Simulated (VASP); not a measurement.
BaTe, 4 atoms in the cell. It takes space group P6_3/mmc (No. 194, hexagonal). Conventional cell: a = 4.895 Å, b = 4.895 Å, c = 8.584 Å, α = 90.00°, β = 90.00°, γ = 120.00°. Within 4.7 Å of Ba (site symmetry -3m) lie 6 Te at 3.55 Å and 2 Ba at 4.29 Å. Te (site symmetry -6m2) has 6 Ba at 3.55 Å within 4.7 Å. 

```yaml
Program: VASP 6.6.1
Task: single point
Functional: PBE
Potentials_or_basis: VASP PAW PBE potentials, release 64 (Ba_sv, Te)
Cutoff: 520 eV
k_mesh: 6 × 6 × 4
Occupations: gaussian, width 0.01 eV
Spin: no spin polarisation
Dipole_correction: no
Further_INCAR_settings: ALGO = Normal; EDIFF = 1e-06; NBANDS = 24
```

Potentials or basis: VASP PAW PBE potentials, release 64 (Ba_sv, Te).

Run with:

```bash
$ cat potpaw_PBE.64/Ba_sv/POTCAR potpaw_PBE.64/Te/POTCAR > POTCAR
$ mpirun -np 1 vasp_std > vasp.out
```

Hardware: 1 thread of Intel(R) Xeon(R) Platinum 8559C (Emerald Rapids), with other jobs on the host.

How long does it take, and how much memory?

It took 58 s on 1 thread of Intel(R) Xeon(R) Platinum 8559C (Emerald Rapids) (shared host), peak memory 0.31 GiB. Counts: scf iterations 13, k points 21.
